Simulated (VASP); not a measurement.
Input of a VASP 6.6.1 run:

File INCAR:

```
SYSTEM = Mo
  ALGO = Normal
  EDIFF = 1E-7
  ENCUT = 520
  GGA = RE
  ISIF = 2
  ISMEAR = -1
  LASPH = .True.
  LCHARG = .True.
  LELF = .True.
  LREAL = .False.
  LVHAR = .True.
  LWAVE = .False.
  NBANDS = 21
  NELM = 100
  PREC = Accurate
  SIGMA = 0.1
```

File KPOINTS:

```
k-points
0
Gamma
  15 15 7
  0 0 0
```

The input POSCAR:

```
Mo
1.0
    2.7303881875      0.0000000000      0.0000000000
   -1.3651940937      2.3645855325      0.0000000000
    0.0000000000      0.0000000000      4.8425520439
Mo
2
Direct
    0.3333333333      0.6666666667      0.2500000000
    0.6666666667      0.3333333333      0.7500000000
```

Potentials or basis: VASP PAW PBE potentials, release 64 (Mo_sv).

The run is started by

```sh
$ cat potpaw_PBE.64/Mo_sv/POTCAR > POTCAR
$ mpirun -np 1 vasp_std > vasp.out
```

(1) What does it give for the pressure?

(2) Predict the band gap on the k mesh.

Answers

(1) 10.7 GPa.

(2) zero (bands 14 and 15 overlap by 1.77 eV).

Caveat: the cell stands under pressure; the PAW data sets were made with another functional, which shifts forces and pressure a little.
